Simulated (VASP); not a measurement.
A run of VASP 6.6.1:

File INCAR:

```
ALGO = Normal
EDIFF = 1E-7
ENCUT = 520
GGA = PS
ISIF = 2
ISMEAR = -1
LASPH = True
LCHARG = True
LELF = True
LREAL = False
LVHAR = True
LWAVE = False
NBANDS = 17
NELM = 60
PREC = Accurate
SIGMA = 0.05
```

Contents of KPOINTS:

```
k-points
0
Gamma
  12 12 12
```

The input POSCAR:

```
PbS
1.0
    0.0000000000      2.6803846315      2.6803846315
    2.6803846315      0.0000000000      2.6803846315
    2.6803846315      2.6803846315      0.0000000000
Pb S
1 1
Direct
    0.0000000000      0.0000000000      0.0000000000
    0.2500000000      0.2500000000      0.2500000000
```

Potentials or basis: VASP PAW PBE potentials, release 64 (Pb_d, S).

Run with:

```bash
$ cat potpaw_PBE.64/Pb_d/POTCAR potpaw_PBE.64/S/POTCAR > POTCAR
$ mpirun -np 1 vasp_std > vasp.out
```

Hardware: 1 thread of Intel Xeon 8259CL (shared host).

Q: How long does it take, and how much memory?

A: Run time: 78 s on 1 thread of Intel Xeon 8259CL, on a shared host, peak memory 0.19 GiB. Counts: scf iterations 13, k points 72.
